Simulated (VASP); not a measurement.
# TiZn3 (Pm-3m) in VASP: notebook

The runs below take TiZn3 through single point, with LDA.

All numbers are computed with VASP 6.6.1; they aren't measurements. Logs are shortened: lines on timing, memory, paths and dates and some standing lists are left out, and cuts for length are marked.

## Step 1: The cell of the first run

It takes space group Pm-3m (No. 221, cubic). The conventional cell has a = 3.768 Å, b = 3.768 Å, c = 3.768 Å, α = 90.00°, β = 90.00°, γ = 90.00°. Ti (site symmetry m-3m) has 12 Zn at 2.66 Å within 3.5 Å. Within 3.5 Å of Zn (site symmetry 4/mmm) lie 4 Ti at 2.66 Å and 8 Zn at 2.66 Å.

## Step 2: Single point, LDA

File INCAR:

```
PREC = Accurate ; ENCUT = 520
EDIFF = 1E-6 ; ISMEAR = -1
SIGMA = 0.05 ; LREAL = False
LASPH = True ; NELM = 100
ALGO = Normal ; ISIF = 2
LWAVE = False ; LCHARG = False
GGA = CA ; NBANDS = 32
```

File KPOINTS:

```
Automatic mesh
0
Gamma
  6 6 6
```

File POSCAR:

```
TiZn3
1.0
    3.7681642324      0.0000000000      0.0000000000
    0.0000000000      3.7681642324      0.0000000000
    0.0000000000      0.0000000000      3.7681642324
Ti Zn
1 3
Direct
    0.0000000000      0.0000000000      0.0000000000
    0.0000000000      0.5000000000      0.5000000000
    0.5000000000      0.0000000000      0.5000000000
    0.5000000000      0.5000000000      0.0000000000
```

Potentials or basis: VASP PAW LDA potentials, release 64 (Ti_sv, Zn).

Launch:

```sh
cat potpaw_LDA.64/Ti_sv/POTCAR potpaw_LDA.64/Zn/POTCAR > POTCAR
mpirun -np 1 vasp_std > vasp.out
```

OUTCAR:

```text
PREC = Accurate
   ENCUT = 520
   EDIFF = 1E-6
   ISMEAR = -1
   LREAL = False
   LASPH = True
   NELM = 100
   ISIF = 2
   GGA = CA

 ion  position               nearest neighbor table
   1  0.000  0.000  0.000-   2 2.66   3 2.66   4 2.66   2 2.66   3 2.66   2 2.66   4 2.66   2 2.66
                             3 2.66   4 2.66   3 2.66   4 2.66
   2  0.000  0.500  0.500-   1 2.66   3 2.66   4 2.66   1 2.66   4 2.66   1 2.66   3 2.66   1 2.66
                             3 2.66   4 2.66   4 2.66   3 2.66
   3  0.500  0.000  0.500-   1 2.66   2 2.66   4 2.66   1 2.66   4 2.66   2 2.66   4 2.66   4 2.66
                             1 2.66   2 2.66   1 2.66   2 2.66
   4  0.500  0.500  0.000-   1 2.66   2 2.66   3 2.66   2 2.66   3 2.66   1 2.66   3 2.66   3 2.66
                             1 2.66   2 2.66   2 2.66   1 2.66

  LATTYP: Found a simple cubic cell.
 ALAT       =     3.7681642324

  Lattice vectors:

 A1 = (   3.7681642324,   0.0000000000,   0.0000000000)
 A2 = (   0.0000000000,   3.7681642324,   0.0000000000)
 A3 = (   0.0000000000,   0.0000000000,   3.7681642324)

Analysis of symmetry for initial positions (statically):
=====================================================================
 Subroutine PRICEL returns:
 Original cell was already a primitive cell.

 Routine SETGRP: Setting up the symmetry group for a
 simple cubic supercell.

 Subroutine GETGRP returns: Found 48 space group operations
 (whereof 48 operations were pure point group operations)
 out of a pool of 48 trial point group operations.

The static configuration has the point symmetry O_h .

Analysis of symmetry for dynamics (positions and initial velocities):
=====================================================================
 Subroutine PRICEL returns:
 Original cell was already a primitive cell.

 Routine SETGRP: Setting up the symmetry group for a
 simple cubic supercell.

 Subroutine GETGRP returns: Found 48 space group operations
 (whereof 48 operations were pure point group operations)
 out of a pool of 48 trial point group operations.

The dynamic configuration has the point symmetry O_h .

 Subroutine INISYM returns: Found 48 space group operations
 (whereof 48 operations are pure point group operations),
 and found     1 'primitive' translations

----------------------------------------------------------------------------------------

                                     Primitive cell

  volume of cell :      53.5044

  direct lattice vectors                    reciprocal lattice vectors
     3.768164232  0.000000000  0.000000000     0.265381214  0.000000000  0.000000000
     0.000000000  3.768164232  0.000000000     0.000000000  0.265381214  0.000000000
     0.000000000  0.000000000  3.768164232     0.000000000  0.000000000  0.265381214

  length of vectors
     3.768164232  3.768164232  3.768164232     0.265381214  0.265381214  0.265381214

  position of ions in fractional coordinates (direct lattice)
     0.000000000  0.000000000  0.000000000
     0.000000000  0.500000000  0.500000000
     0.500000000  0.000000000  0.500000000
     0.500000000  0.500000000  0.000000000

  ion indices of the primitive-cell ions
   primitive index   ion index
                 1           1
                 2           2
                 3           3
                 4           4

----------------------------------------------------------------------------------------

 KPOINTS: Automatic mesh

Automatic generation of k-mesh.
 Grid dimensions read from file:
 generate k-points for:    6    6    6

 Generating k-lattice:

  Cartesian coordinates                     Fractional coordinates (reciprocal lattice)
     0.044230202  0.000000000  0.000000000     0.166666667  0.000000000  0.000000000
     0.000000000  0.044230202  0.000000000     0.000000000  0.166666667  0.000000000
     0.000000000  0.000000000  0.044230202     0.000000000  0.000000000  0.166666667

  Length of vectors
     0.044230202  0.044230202  0.044230202

  Shift w.r.t. Gamma in fractional coordinates (k-lattice)
     0.000000000  0.000000000  0.000000000

 Subroutine IBZKPT returns following result:
 ===========================================

 Found     20 irreducible k-points:

 Following reciprocal coordinates:
            Coordinates               Weight
  0.000000  0.000000  0.000000      1.000000
  0.166667  0.000000  0.000000      6.000000
  0.333333  0.000000  0.000000      6.000000
  0.500000  0.000000  0.000000      3.000000
  0.166667  0.166667  0.000000     12.000000
  0.333333  0.166667  0.000000     24.000000
[... 12 lines left out ...]
  0.500000  0.500000  0.333333      6.000000
  0.500000  0.500000  0.500000      1.000000
   k-points           NKPTS =     20   k-points in BZ     NKDIM =     20   number of bands    NBANDS=     32
   number of dos      NEDOS =    301   number of ions     NIONS =      4
   total plane-waves  NPLWV =  21952
   dimension x,y,z NGX =    28 NGY =   28 NGZ =   28
   dimension x,y,z NGXF=    56 NGYF=   56 NGZF=   56
   ions per type =               1   3
   NGX,Y,Z   is equivalent  to a cutoff of  12.35, 12.35, 12.35 a.u.
   NGXF,Y,Z  is equivalent  to a cutoff of  24.71, 24.71, 24.71 a.u.
 SYSTEM =  unknown system
   PREC   = accura    normal or accurate (medium, high low for compatibility)
   ISTART =      0    job   : 0-new  1-cont  2-samecut
   ICHARG =      2    charge: 1-file 2-atom 10-const
   ISPIN  =      1    spin polarized calculation?
   LNONCOLLINEAR =      F non collinear calculations
   LSORBIT =      F    spin-orbit coupling
   LASPH  =      T    aspherical Exc in radial PAW
   ENCUT  =  520.0 eV  38.22 Ry    6.18 a.u.   7.01  7.01  7.01*2*pi/ulx,y,z
   NELM   =    100;   NELMIN=  2; NELMDL= -5     # of ELM steps
   EDIFF  = 0.1E-05   stopping-criterion for ELM
   LREAL  =      F    real-space projection
   EDIFFG = 0.1E-04   stopping-criterion for IOM
   NSW    =      0    number of steps for IOM
   IBRION =     -1    ionic relax: 0-MD 1-quasi-New 2-CG
   NFREE  =      0    steps in history (QN), initial steepest desc. (CG)
   ISIF   =      2    stress and relaxation
   ISYM   =      2    0-nonsym 1-usesym 2-fastsym
   POTIM  = 0.5000    time-step for ionic-motion
   TEBEG  =    0.0;   TEEND  =   0.0 temperature during run
   PSTRESS=    0.0 pullay stress
   NELECT =      48.0000    total number of electrons
   NUPDOWN=      -1.0000    fix difference up-down
   EMIN   =  10.00;   EMAX   =-10.00  energy-range for DOS
   EFERMI =   0.00;   METHOD = LEGACY
   ISMEAR =    -1;   SIGMA  =   0.05  broadening in eV -4-tet -1-fermi 0-gaus
   EFERMI_NEDOS =   21; number of points for ismear=-14 and -15
   IALGO  =     38    algorithm
   IMIX   =      4    mixing-type and parameters
     AMIX     =   0.40;   BMIX     =  1.00
     AMIX_MAG =   1.60;   BMIX_MAG =  1.00
  volume/ion in A,a.u.               =      13.38        90.27
  Fermi-wavevector in a.u.,A,eV,Ry     =   1.578915  2.983717 33.918952  2.492973
  Thomas-Fermi vector in A             =   2.679374
   LORBIT       =      0    0 simple, 1 ext, 2 COOP (PROOUT), +10 PAW based schemes
   GGA     = CA    functional components
   LHFCALC =     F    Hartree Fock is set to
   AEXX    =    0.0000 exact exchange contribution
   IVDW    =     0    specifies the selected vdW correction
   LEPSILON=     F    determine dielectric tensor
   LRPA    =     F    only Hartree local field effects (RPA)
 non-spin polarized calculation
  energy-cutoff  :      520.00
  volume of cell :       53.50
 maximum number of plane-waves:      1472
   NGX = 15   NGY = 15   NGZ = 15

 number of electron      48.0000076 magnetization

 Free energy of the ion-electron system (eV)
  ---------------------------------------------------
  ext. energy  EPLUGINS =         0.00000000
  ---------------------------------------------------
  free energy    TOTEN  =       -15.06407464 eV

  energy without entropy =      -15.03232941  energy(sigma->0) =      -15.04820202

 E-fermi :   5.1169     XC(G=0): -12.7398

 val. band max:        5.1048483629   @ k =   0.1667   0.1667   0.0000
 cond. band min:       5.1239549794   @ k =   0.1667   0.0000   0.0000
 fundamental gap:      0.0191066165
 Fermi energy:         5.1168953443

 k-point     1 :       0.0000    0.0000    0.0000
  band No.  band energies     occupation
      1     -50.6754      2.00000
      2     -27.3509      2.00000
      3     -27.3509      2.00000
      4     -27.3509      2.00000
      5      -4.8622      2.00000
      6      -3.0075      2.00000
[... 24 lines left out ...]
     31      11.4588      0.00000
     32      14.3457      0.00000

 k-point     2 :       0.1667    0.0000    0.0000
  band No.  band energies     occupation
      1     -50.6749      2.00000
      2     -27.3604      2.00000
      3     -27.3507      2.00000
      4     -27.3507      2.00000
      5      -4.5537      2.00000
      6      -2.9274      2.00000
[... 24 lines left out ...]
     31      13.1221      0.00000
     32      14.0503      0.00000

 k-point     3 :       0.3333    0.0000    0.0000
  band No.  band energies     occupation
      1     -50.6739      2.00000
      2     -27.3792      2.00000
      3     -27.3502      2.00000
      4     -27.3502      2.00000
      5      -3.7220      2.00000
      6      -2.7327      2.00000
[... 24 lines left out ...]
     31      12.4017      0.00000
     32      12.4017      0.00000

 k-point     4 :       0.5000    0.0000    0.0000
  band No.  band energies     occupation
      1     -50.6734      2.00000
      2     -27.3886      2.00000
      3     -27.3500      2.00000
      4     -27.3500      2.00000
      5      -3.1160      2.00000
      6      -2.6459      2.00000
[... 514 lines left out ...]
     31      10.6768      0.00000
     32      12.1438      0.00000

 k-point    19 :       0.5000    0.5000    0.3333
  band No.  band energies     occupation
      1     -50.6707      2.00000
      2     -27.3785      2.00000
      3     -27.3785      2.00000
      4     -27.3701      2.00000
      5      -2.8829      2.00000
      6      -2.8829      2.00000
[... 24 lines left out ...]
     31      10.0185      0.00000
     32      10.8935      0.00000

 k-point    20 :       0.5000    0.5000    0.5000
  band No.  band energies     occupation
      1     -50.6704      2.00000
      2     -27.3771      2.00000
      3     -27.3771      2.00000
      4     -27.3771      2.00000
      5      -2.9639      2.00000
      6      -2.9639      2.00000
[... 24 lines left out ...]
     31       9.6713      0.00000
     32      10.0086      0.00000

------------------------ aborting loop because EDIFF is reached ----------------------------------------

  FORCE on cell =-STRESS in cart. coord.  units (eV):
  Direction    XX          YY          ZZ          XY          YZ          ZX
  --------------------------------------------------------------------------------------
  -------------------------------------------------------------------------------------
  Total        1.5228808      1.5228808      1.5228808     -0.0000000      0.0000000     -0.0000000
  in kB       45.6023277     45.6023277     45.6023277     -0.0000000      0.0000000     -0.0000000
  external PRESSURE =      45.6023277 kB  Pullay stress =       0.0000000 kB

 VOLUME and BASIS-vectors are now :
 -----------------------------------------------------------------------------
  energy-cutoff  :      520.00
  volume of cell :       53.50
      direct lattice vectors                 reciprocal lattice vectors
     3.768164232  0.000000000  0.000000000     0.265381214  0.000000000  0.000000000
     0.000000000  3.768164232  0.000000000     0.000000000  0.265381214  0.000000000
     0.000000000  0.000000000  3.768164232     0.000000000  0.000000000  0.265381214

 POSITION                                       TOTAL-FORCE (eV/Angst)
 -----------------------------------------------------------------------------------
      0.00000      0.00000      0.00000         0.000000      0.000000      0.000000
      0.00000      1.88408      1.88408         0.000000      0.000000      0.000000
      1.88408      0.00000      1.88408         0.000000      0.000000      0.000000
      1.88408      1.88408      0.00000         0.000000      0.000000      0.000000
 -----------------------------------------------------------------------------------
    total drift:                                0.000000      0.000000      0.000000

  FREE ENERGIE OF THE ION-ELECTRON SYSTEM (eV)
  ---------------------------------------------------
  free  energy   TOTEN  =       -15.0640746408 eV

  energy  without entropy=      -15.0323294082  energy(sigma->0) =      -15.04820202
```

It took 21 s on 1 thread of Intel Xeon Platinum 8259CL at 2.50GHz (Skylake/Cascade Lake), shared host; peak memory 0.16 GiB.

What came out:

```
Free energy            : -15.0641 eV
Pressure               : 4.6 GPa
Band gap on the k mesh : zero (band 24 reaches 5.66 eV, above the bottom of band 25 at 3.63 eV)
```

Levels at points of the mesh, in eV from the Fermi level:
```
           k point  band 22  band 23  band 24  band 25  band 26  band 27
(0.00, 0.00, 0.00)    -0.70     0.23     0.23     0.23     1.75     1.75
(0.50, 0.00, 0.00)    -0.50    -0.50    -0.44     1.73     1.82     4.20
(0.50, 0.50, 0.00)    -3.61    -3.30     0.23     0.23     1.87     2.47
(0.50, 0.50, 0.50)    -2.41    -2.41    -1.49    -1.49    -1.49     2.13
```

## Step 3: Single point, LDA

This run uses another cell than the first one, of 13.98 Å³/atom, 1.045 times its volume.

File INCAR:

```
SYSTEM = TiZn3
PREC     = Accurate       ! precision mode
ENCUT    = 520            ! plane-wave cutoff, eV
EDIFF    = 1E-7           ! SCF threshold, eV
ISMEAR   = -1             ! smearing method
SIGMA    = 0.05           ! smearing width, eV
LREAL    = .False.        ! projectors in reciprocal space
LASPH    = .True.         ! aspherical terms in the spheres
NELM     = 60             ! most SCF steps
ALGO     = Normal         ! electronic algorithm
ISIF     = 2              ! what is computed and relaxed
LWAVE    = .False.        ! write WAVECAR
LCHARG   = .True.         ! write CHGCAR
LELF     = .True.         ! ELF
LVHAR    = .True.       
NBANDS   = 32             ! bands
```

File KPOINTS:

```
regular mesh
0
Gamma
  6 6 6
  0 0 0
```

File POSCAR:

```
TiZn3
1.0
    3.8244137825      0.0000000000      0.0000000000
    0.0000000000      3.8244137825      0.0000000000
    0.0000000000      0.0000000000      3.8244137825
Ti Zn
1 3
Direct
    0.0000000000      0.0000000000      0.0000000000
    0.0000000000      0.5000000000      0.5000000000
    0.5000000000      0.0000000000      0.5000000000
    0.5000000000      0.5000000000      0.0000000000
```

Potentials or basis: VASP PAW LDA potentials, release 64 (Ti_sv, Zn).

Launch:

```sh
cat potpaw_LDA.64/Ti_sv/POTCAR potpaw_LDA.64/Zn/POTCAR > POTCAR
mpirun -np 1 vasp_std > vasp.out
```

Run time: 26 s. Hardware: 1 thread of Intel Xeon Platinum 8259CL at 2.50GHz (Skylake/Cascade Lake), shared host; peak memory 0.15 GiB.

The run converged. Its results:

- Free energy: -15.0905 eV
- Pressure: -1.1 GPa
- Band gap on the k mesh: zero (band 24 reaches 5.27 eV, above the bottom of band 25 at 3.30 eV)

Levels at points of the mesh, in eV from the Fermi level:
```csv
k point,band 21,band 22,band 23,band 24,band 25,band 26,band 27,band 28
"(0.00, 0.00, 0.00)",-0.73,-0.73,0.24,0.24,0.24,1.65,1.65,1.65
"(0.50, 0.00, 0.00)",-6.29,-0.47,-0.47,-0.42,1.63,1.72,3.88,4.48
"(0.50, 0.50, 0.00)",-3.61,-3.61,-3.20,0.23,0.23,1.77,2.31,2.47
"(0.50, 0.50, 0.50)",-2.43,-2.43,-2.43,-1.45,-1.45,-1.45,2.01,2.01
```
